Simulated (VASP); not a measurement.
# Zn12CO in VASP: single point with PBE+D3(BJ)

Aim: the single point of Zn12CO with PBE+D3(BJ).

All numbers are computed with VASP 6.6.1; they aren't measurements. Logs are shortened: lines on timing, memory, paths and dates and some standing lists are left out, and cuts for length are marked.

### 1 The cell of the first run

The cell holds a slab with vacuum, 14 atoms: a = 5.236 Å, b = 4.804 Å, c = 24.141 Å, α = 90.00°, β = 90.00°, γ = 90.00°.

### 2 Single point, PBE+D3(BJ)

Input file INCAR:

```
PREC = Accurate ; ENCUT = 520
EDIFF = 1E-6 ; ISMEAR = 0
SIGMA = 0.1 ; LREAL = F
LASPH = T ; NELM = 80
ALGO = Normal ; ISIF = 2
LWAVE = F ; LCHARG = T
LDIPOL = T ; IDIPOL = 3
DIPOL = 0.5 0.5 0.318 ; GGA = PE
IVDW = 12 ; LELF = T
LVHAR = T ; LVACPOTAV = T
NBANDS = 90
```

Input file KPOINTS:

```
Automatic mesh
0
Gamma
  5 6 1
```

Input file POSCAR:

```
Zn12CO
1.0
    5.2355063994      0.0000000000      0.0000000000
    0.0000000000      4.8035765005      0.0000000000
    0.0000000000      0.0000000000     24.1411144134
Zn O C
12 1 1
Direct
    0.0000000000      0.7500000000      0.1656924337
    0.5000000000      0.7500000000      0.1656924337
    0.2500000000      0.2500000000      0.1969950590
    0.7500000000      0.2500000000      0.1969950590
    0.2500000000      0.7500000000      0.2596003094
    0.7500000000      0.7500000000      0.2596003094
    0.0000000000      0.2500000000      0.2927454107
    0.5000000000      0.2500000000      0.2927454107
    0.0000000000      0.7500000000      0.3817525344
    0.5000000000      0.7500000000      0.3817525344
    0.2500000000      0.2500000000      0.3890091506
    0.7500000000      0.2500000000      0.3890091506
    0.2500000000      0.6500000000      0.5132784759
    0.2500000000      0.6500000000      0.5609150506
```

Potentials or basis: VASP PAW PBE potentials, release 64 (Zn, O, C).

Launch:

```sh
$ cat potpaw_PBE.64/Zn/POTCAR potpaw_PBE.64/O/POTCAR potpaw_PBE.64/C/POTCAR > POTCAR
$ mpirun -np 1 vasp_std > vasp.out
```

OUTCAR:

```text
PREC = Accurate
   ENCUT = 520
   EDIFF = 1E-6
   ISMEAR = 0
   LREAL = F
   LASPH = T
   NELM = 80
   ISIF = 2
   GGA = PE
   IVDW = 12
 IVDW          = 12

 ion  position               nearest neighbor table
   1  0.000  0.750  0.166-   5 2.62   6 2.62   2 2.62   2 2.62   4 2.84   3 2.84   4 2.84   3 2.84

   2  0.500  0.750  0.166-   5 2.62   6 2.62   1 2.62   1 2.62   4 2.84   3 2.84   4 2.84   3 2.84

   3  0.250  0.250  0.197-   4 2.62   4 2.62   8 2.66   7 2.66   5 2.84   5 2.84   1 2.84   2 2.84
                             1 2.84   2 2.84
   4  0.750  0.250  0.197-   3 2.62   3 2.62   8 2.66   7 2.66   6 2.84   6 2.84   1 2.84   2 2.84
                             1 2.84   2 2.84
   5  0.250  0.750  0.260-   1 2.62   2 2.62   6 2.62   6 2.62   3 2.84   3 2.84   7 2.85   7 2.85
                             8 2.85   8 2.85
   6  0.750  0.750  0.260-   1 2.62   2 2.62   5 2.62   5 2.62   4 2.84   4 2.84   7 2.85   7 2.85
                             8 2.85   8 2.85
   7  0.000  0.250  0.293-   8 2.62   8 2.62   3 2.66   4 2.66  12 2.67  11 2.67   5 2.85   5 2.85
                             6 2.85   6 2.85
   8  0.500  0.250  0.293-   7 2.62   7 2.62   3 2.66   4 2.66  12 2.67  11 2.67   5 2.85   5 2.85
                             6 2.85   6 2.85
   9  0.000  0.750  0.382-  10 2.62  10 2.62  12 2.74  11 2.74  12 2.74  11 2.74
  10  0.500  0.750  0.382-   9 2.62   9 2.62  12 2.74  11 2.74  12 2.74  11 2.74
  11  0.250  0.250  0.389-  12 2.62  12 2.62   7 2.67   8 2.67   9 2.74   9 2.74  10 2.74  10 2.74

  12  0.750  0.250  0.389-  11 2.62  11 2.62   7 2.67   8 2.67   9 2.74   9 2.74  10 2.74  10 2.74

  13  0.250  0.650  0.513-  14 1.15
  14  0.250  0.650  0.561-  13 1.15

  LATTYP: Found a simple orthorhombic cell.
 ALAT       =     4.8035765005
 B/A-ratio  =     1.0899183970
 C/A-ratio  =     5.0256541997

  Lattice vectors:

 A1 = (   0.0000000000,  -4.8035765005,   0.0000000000)
 A2 = (   5.2355063994,   0.0000000000,   0.0000000000)
 A3 = (   0.0000000000,   0.0000000000,  24.1411144134)

Analysis of symmetry for initial positions (statically):
=====================================================================
 Subroutine PRICEL returns:
 Original cell was already a primitive cell.

 Routine SETGRP: Setting up the symmetry group for a
 simple orthorhombic supercell.

 Subroutine GETGRP returns: Found  2 space group operations
 (whereof  1 operations were pure point group operations)
 out of a pool of  8 trial point group operations.

The static configuration has the point symmetry C_1 .
 The point group associated with its full space group is C_1h.

Analysis of symmetry for dynamics (positions and initial velocities):
=====================================================================
 Subroutine PRICEL returns:
 Original cell was already a primitive cell.

 Routine SETGRP: Setting up the symmetry group for a
 simple orthorhombic supercell.

 Subroutine GETGRP returns: Found  2 space group operations
 (whereof  1 operations were pure point group operations)
 out of a pool of  8 trial point group operations.

The dynamic configuration has the point symmetry C_1 .
 The point group associated with its full space group is C_1h.

 Subroutine INISYM returns: Found  2 space group operations
 (whereof  1 operations are pure point group operations),
 and found     1 'primitive' translations

----------------------------------------------------------------------------------------

                                     Primitive cell

  volume of cell :     607.1286

  direct lattice vectors                    reciprocal lattice vectors
     5.235506399  0.000000000  0.000000000     0.191003491  0.000000000  0.000000000
     0.000000000  4.803576501  0.000000000     0.000000000  0.208178219  0.000000000
     0.000000000  0.000000000 24.141114413     0.000000000  0.000000000  0.041423108

  length of vectors
     5.235506399  4.803576501 24.141114413     0.191003491  0.208178219  0.041423108

  position of ions in fractional coordinates (direct lattice)
     0.000000000  0.750000000  0.165692434
     0.500000000  0.750000000  0.165692434
     0.250000000  0.250000000  0.196995059
     0.750000000  0.250000000  0.196995059
     0.250000000  0.750000000  0.259600309
     0.750000000  0.750000000  0.259600309
     0.000000000  0.250000000  0.292745411
     0.500000000  0.250000000  0.292745411
     0.000000000  0.750000000  0.381752534
     0.500000000  0.750000000  0.381752534
     0.250000000  0.250000000  0.389009151
     0.750000000  0.250000000  0.389009151
     0.250000000  0.650000000  0.513278476
     0.250000000  0.650000000  0.560915051

  ion indices of the primitive-cell ions
   primitive index   ion index
                 1           1
                 2           2
                 3           3
                 4           4
                 5           5
                 6           6
                 7           7
                 8           8
                 9           9
                10          10
                11          11
                12          12
                13          13
                14          14

----------------------------------------------------------------------------------------

 KPOINTS: Automatic mesh

Automatic generation of k-mesh.
 Grid dimensions read from file:
 generate k-points for:    5    6    1

 Generating k-lattice:

  Cartesian coordinates                     Fractional coordinates (reciprocal lattice)
     0.038200698  0.000000000  0.000000000     0.200000000  0.000000000  0.000000000
     0.000000000  0.034696370  0.000000000     0.000000000  0.166666667  0.000000000
     0.000000000  0.000000000  0.041423108     0.000000000  0.000000000  1.000000000

  Length of vectors
     0.038200698  0.034696370  0.041423108

  Shift w.r.t. Gamma in fractional coordinates (k-lattice)
     0.000000000  0.000000000  0.000000000

 Subroutine IBZKPT returns following result:
 ===========================================

 Found     12 irreducible k-points:

 Following reciprocal coordinates:
            Coordinates               Weight
  0.000000  0.000000  0.000000      1.000000
  0.200000  0.000000  0.000000      2.000000
  0.400000  0.000000  0.000000      2.000000
  0.000000  0.166667  0.000000      2.000000
  0.200000  0.166667  0.000000      4.000000
  0.400000  0.166667  0.000000      4.000000
  0.000000  0.333333  0.000000      2.000000
  0.200000  0.333333  0.000000      4.000000
  0.400000  0.333333  0.000000      4.000000
  0.000000  0.500000  0.000000      1.000000
  0.200000  0.500000  0.000000      2.000000
  0.400000  0.500000  0.000000      2.000000
   k-points           NKPTS =     12   k-points in BZ     NKDIM =     12   number of bands    NBANDS=     90
   number of dos      NEDOS =    301   number of ions     NIONS =     14
   total plane-waves  NPLWV = 259200
   dimension x,y,z NGX =    40 NGY =   36 NGZ =  180
   dimension x,y,z NGXF=    80 NGYF=   72 NGZF=  360
   ions per type =              12   1   1
   NGX,Y,Z   is equivalent  to a cutoff of  12.70, 12.46, 12.40 a.u.
   NGXF,Y,Z  is equivalent  to a cutoff of  25.40, 24.92, 24.79 a.u.
 SYSTEM =  unknown system
   PREC   = accura    normal or accurate (medium, high low for compatibility)
   ISTART =      0    job   : 0-new  1-cont  2-samecut
   ICHARG =      2    charge: 1-file 2-atom 10-const
   ISPIN  =      1    spin polarized calculation?
   LNONCOLLINEAR =      F non collinear calculations
   LSORBIT =      F    spin-orbit coupling
   LASPH  =      T    aspherical Exc in radial PAW
   ENCUT  =  520.0 eV  38.22 Ry    6.18 a.u.   9.73  8.93 44.89*2*pi/ulx,y,z
   NELM   =     80;   NELMIN=  2; NELMDL= -5     # of ELM steps
   EDIFF  = 0.1E-05   stopping-criterion for ELM
   LREAL  =      F    real-space projection
   EDIFFG = 0.1E-04   stopping-criterion for IOM
   NSW    =      0    number of steps for IOM
   IBRION =     -1    ionic relax: 0-MD 1-quasi-New 2-CG
   NFREE  =      0    steps in history (QN), initial steepest desc. (CG)
   ISIF   =      2    stress and relaxation
   ISYM   =      2    0-nonsym 1-usesym 2-fastsym
   POTIM  = 0.5000    time-step for ionic-motion
   TEBEG  =    0.0;   TEEND  =   0.0 temperature during run
   PSTRESS=    0.0 pullay stress
   NELECT =     154.0000    total number of electrons
   NUPDOWN=      -1.0000    fix difference up-down
   EMIN   =  10.00;   EMAX   =-10.00  energy-range for DOS
   EFERMI =   0.00;   METHOD = LEGACY
   ISMEAR =     0;   SIGMA  =   0.10  broadening in eV -4-tet -1-fermi 0-gaus
   EFERMI_NEDOS =   21; number of points for ismear=-14 and -15
   IALGO  =     38    algorithm
   IMIX   =      4    mixing-type and parameters
     AMIX     =   0.40;   BMIX     =  1.00
     AMIX_MAG =   1.60;   BMIX_MAG =  1.00
  volume/ion in A,a.u.               =      43.37       292.65
  Fermi-wavevector in a.u.,A,eV,Ry     =   1.036306  1.958335 14.611717  1.073931
  Thomas-Fermi vector in A             =   2.170691
   LORBIT       =      0    0 simple, 1 ext, 2 COOP (PROOUT), +10 PAW based schemes
   GGA     = PE    functional components
   LHFCALC =     F    Hartree Fock is set to
   AEXX    =    0.0000 exact exchange contribution
   IVDW    =    12    specifies the selected vdW correction
   LEPSILON=     F    determine dielectric tensor
   LRPA    =     F    only Hartree local field effects (RPA)
 non-spin polarized calculation
 Gauss-broadening in eV      SIGMA  =   0.10
  energy-cutoff  :      520.00
  volume of cell :      607.13
 maximum number of plane-waves:     16377
 NGX is ok and might be reduce to    40
   NGX = 19   NGY = 17   NGZ = 89

 dipolmoment           0.000000      0.000000     -0.001930 electrons x Angstroem

 number of electron     154.0000088 magnetization

 dipolmoment           0.000000      0.000000      0.005094 electrons x Angstroem

 Free energy of the ion-electron system (eV)
  ---------------------------------------------------
  ext. energy  EPLUGINS =         0.00000000
  ---------------------------------------------------
  free energy    TOTEN  =       -25.96537228 eV

  energy without entropy =      -25.94623648  energy(sigma->0) =      -25.95580438

 E-fermi :  -1.7468     XC(G=0):  -4.7507

 val. band max:       -1.8327841660   @ k =   0.2000   0.1667   0.0000
 cond. band min:      -1.7223270618   @ k =   0.4000   0.3333   0.0000
 fundamental gap:      0.1104571042
 Fermi energy:        -1.7468373344

 k-point     1 :       0.0000    0.0000    0.0000
  band No.  band energies     occupation
      1     -26.9757      2.00000
      2     -11.9426      2.00000
      3     -11.3360      2.00000
      4     -10.2516      2.00000
      5      -9.9536      2.00000
      6      -9.8293      2.00000
[... 81 lines left out ...]
     88       1.7989      0.00000
     89       2.0455      0.00000

 k-point     2 :       0.2000    0.0000    0.0000
  band No.  band energies     occupation
      1     -26.9755      2.00000
      2     -11.9397      2.00000
      3     -11.1131      2.00000
      4     -10.0720      2.00000
      5      -9.8498      2.00000
      6      -9.7570      2.00000
[... 909 lines left out ...]
     88       2.0137      0.00000
     89       2.1061      0.00000

 k-point    12 :       0.4000    0.5000    0.0000
  band No.  band energies     occupation
      1     -26.9745      2.00000
      2     -11.9269      2.00000
      3      -9.7674      2.00000
      4      -9.6936      2.00000
      5      -9.6739      2.00000
      6      -9.6453      2.00000
[... 81 lines left out ...]
     88       3.1517      0.00000
     89       3.5581      0.00000
 [bands above 89 left out]

------------------------ aborting loop because EDIFF is reached ----------------------------------------

 Edisp (eV)   -3.46264

 E8    (eV) :    -1.4976

  FORCE on cell =-STRESS in cart. coord.  units (eV):
  Direction    XX          YY          ZZ          XY          YZ          ZX
  --------------------------------------------------------------------------------------
  -------------------------------------------------------------------------------------
  Total      -5.52951   -10.34219     0.40048     0.00000    -0.00055     0.00000
  in kB     -14.59205   -27.29244     1.05686     0.00000    -0.00146     0.00000
  external pressure =      -13.61 kB  Pullay stress =        0.00 kB

 VOLUME and BASIS-vectors are now :
 -----------------------------------------------------------------------------
  energy-cutoff  :      520.00
  volume of cell :      607.13
      direct lattice vectors                 reciprocal lattice vectors
     5.235506399  0.000000000  0.000000000     0.191003491  0.000000000  0.000000000
     0.000000000  4.803576501  0.000000000     0.000000000  0.208178219  0.000000000
     0.000000000  0.000000000 24.141114413     0.000000000  0.000000000  0.041423108

 POSITION                                       TOTAL-FORCE (eV/Angst)
 -----------------------------------------------------------------------------------
      0.00000      3.60268      4.00000        -0.000316      0.005280     -0.069751
      2.61775      3.60268      4.00000         0.000316      0.005280     -0.069751
      1.30888      1.20089      4.75568         0.000000      0.001504     -0.607058
      3.92663      1.20089      4.75568         0.000000     -0.007941     -0.607815
      1.30888      3.60268      6.26704         0.000000      0.004427      0.972595
      3.92663      3.60268      6.26704         0.000000     -0.000709      0.976313
      0.00000      1.20089      7.06720        -0.005867     -0.004152     -0.129931
      2.61775      1.20089      7.06720         0.005867     -0.004152     -0.129931
      0.00000      3.60268      9.21593        -0.012903      0.008819     -0.177141
      2.61775      3.60268      9.21593         0.012903      0.008819     -0.177141
      1.30888      1.20089      9.39111         0.000000     -0.024522     -0.050978
      3.92663      1.20089      9.39111         0.000000      0.000668     -0.016823
      1.30888      3.12232     12.39111         0.000000      0.007204      0.760891
      1.30888      3.12232     13.54111         0.000000     -0.000525     -0.673480
 -----------------------------------------------------------------------------------
    total drift:                                0.000000     -0.000419     -0.006866

  FREE ENERGIE OF THE ION-ELECTRON SYSTEM (eV)
  ---------------------------------------------------
  free  energy   TOTEN  =       -29.4280109500 eV

  energy  without entropy=      -29.4088751491  energy(sigma->0) =      -29.41844305

 vacuum level on the upper side and lower side of the slab         2.514         2.477
```

Wall time 37 min (1 thread of Intel Xeon 8259CL, shared host); peak memory 0.84 GiB.

Results:

```yaml
Free_energy: -29.4280 eV
Largest_force: 0.976 eV/Å
Band_gap_on_the_k_mesh: zero (bands 77 and 78 overlap by 0.78 eV)
Dispersion_energy_per_atom: -0.247 eV
```

Forces in eV/Å, atoms in the order of the input:
```
Zn   0.000  0.005 -0.070
Zn   0.000  0.005 -0.070
Zn   0.000  0.002 -0.607
Zn   0.000 -0.008 -0.608
Zn   0.000  0.004  0.973
Zn   0.000 -0.001  0.976
Zn  -0.006 -0.004 -0.130
Zn   0.006 -0.004 -0.130
Zn  -0.013  0.009 -0.177
Zn   0.013  0.009 -0.177
Zn   0.000 -0.025 -0.051
Zn   0.000  0.001 -0.017
O    0.000  0.007  0.761
C    0.000 -0.001 -0.673
```

Levels at points of the mesh, in eV from the Fermi level:
| k point | band 74 | band 75 | band 76 | band 77 | band 78 | band 79 | band 80 | band 81 |
| --- | --- | --- | --- | --- | --- | --- | --- | --- |
| (0.00, 0.00, 0.00) | -1.81 | -1.76 | -0.94 | -0.49 | 0.17 | 0.84 | 1.14 | 1.52 |
| (0.00, 0.50, 0.00) | -1.70 | -1.64 | -1.03 | -0.77 | -0.25 | -0.15 | 0.78 | 0.81 |

The gap in the log of VASP goes by the Fermi energy; the results here count the filled bands.